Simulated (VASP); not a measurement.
Set up this calculation in VASP 6.6.1, as the native input.

| Property | Result |
| --- | --- |
| Task | single point |
| Functional | PBE |
| Potentials or basis | VASP PAW PBE potentials, release 64 (K_sv) |
| Cutoff | 520 eV |
| k mesh | 6 × 6 × 6 |
| Occupations | fermi-dirac, width 0.15 eV |
| Spin | no spin polarisation |
| Dipole correction | no |
| Further INCAR settings | ALGO = Normal; EDIFF = 1e-06; NBANDS = 10 |

The structure of K lies in POSCAR:

```
K
1.0
    0.0000000000      3.1464700000      3.1464700000
    3.1464700000      0.0000000000      3.1464700000
    3.1464700000      3.1464700000      0.0000000000
K
1
Direct
    0.0000000000      0.0000000000      0.0000000000
```

One way to write it, as run:

INCAR

```
PREC = Accurate ; ENCUT = 520
EDIFF = 1E-6 ; ISMEAR = -1
SIGMA = 0.15 ; LREAL = F
LASPH = T ; NELM = 100
ALGO = Normal ; ISIF = 2
LWAVE = F ; LCHARG = F
GGA = PE ; NBANDS = 10
```

KPOINTS

```
regular mesh
0
Gamma
  6 6 6
```

Potentials or basis: VASP PAW PBE potentials, release 64 (K_sv).

Launch:

```sh
$ cat potpaw_PBE.64/K_sv/POTCAR > POTCAR
$ mpirun -np 1 vasp_std > vasp.out
```

It gave:

| Property | Result |
| --- | --- |
| Pressure | 0.9 GPa |

Wall time 7.7 s on 1 thread of AMD EPYC 9R45 96-Core Processor (Zen 5) (shared host), peak memory 0.16 GiB.
